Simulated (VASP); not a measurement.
A run of VASP 6.6.1 is set up as follows.

INCAR

```
PREC = Accurate ; ENCUT = 520
EDIFF = 1E-6 ; ISMEAR = 0
SIGMA = 0.05 ; LREAL = F
LASPH = T ; NELM = 150
ALGO = Normal ; ISIF = 2
LWAVE = F ; LCHARG = F
ISPIN = 2 ; MAGMOM = 3.24 3.24 3.24 3.24
LORBIT = 11 ; GGA = PS
NBANDS = 22
```

The input KPOINTS:

```
regular mesh
0
Gamma
  4 4 4
```

Contents of POSCAR:

```
N
1.0
    5.8493571874      0.0000000000      0.0000000000
    0.0000000000      5.8493571874      0.0000000000
    0.0000000000      0.0000000000      5.8493571874
N
4
Direct
   -0.0512238011      0.0000638858      0.0000638858
    0.4999361142      0.9999361142      0.5000638858
    0.5000638858      0.4999361142      0.9999361142
    0.9999361142      0.5000638858      0.4999361142
```

Potentials or basis: VASP PAW PBE potentials, release 64 (N).

Command:

```sh
$ cat potpaw_PBE.64/N/POTCAR > POTCAR
$ mpirun -np 1 vasp_std > vasp.out
```

Task: What does it give for the band gap on the k mesh?

Result: 3.33 eV (least direct gap 3.38 eV).

Task: What does it give for the site moments?

Result: N +1.94 μB.

Forces in eV/Å, atoms in the order of the input:
```
N    0.009  0.000  0.000
N   -0.005  0.000  0.000
N   -0.005  0.000  0.000
N    0.001  0.000  0.000
```

Caveat: the PAW data sets were made with another functional, which shifts forces and pressure a little. A k mesh can miss the band edges.
